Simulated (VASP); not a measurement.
Here is a VASP 6.6.1 calculation.

INCAR

```
PREC = Accurate ; ENCUT = 520
EDIFF = 1E-7 ; ISMEAR = 1
SIGMA = 0.1 ; LREAL = F
LASPH = T ; NELM = 60
ALGO = Normal ; ISIF = 2
LWAVE = F ; LCHARG = F
GGA = PS ; NBANDS = 18
```

The input KPOINTS:

```
Automatic mesh
0
Gamma
  12 12 7
```

File POSCAR:

```
IrRu
1.0
    2.7489202635      0.0000000000      0.0000000000
   -1.3744606362      2.3806346308      0.0000000000
    0.0000000000      0.0000000000      4.3688558956
Ru Ir
1 1
Direct
    0.6666666667      0.3333333333      0.0000000000
    0.0000000000      0.0000000000      0.5000000000
```

Potentials or basis: VASP PAW PBE potentials, release 64 (Ru_pv, Ir).

Run with:

```console
$ cat potpaw_PBE.64/Ru_pv/POTCAR potpaw_PBE.64/Ir/POTCAR > POTCAR
$ mpirun -np 1 vasp_std > vasp.out
```

Task: What does it give for the pressure?

Result: -14.0 GPa.

Stress tensor (GPa, compression positive):
```
-13.99   0.00   0.00
  0.00 -13.99   0.00
  0.00   0.00 -14.17
```

Caveat: the PAW data sets were made with another functional, which shifts forces and pressure a little.
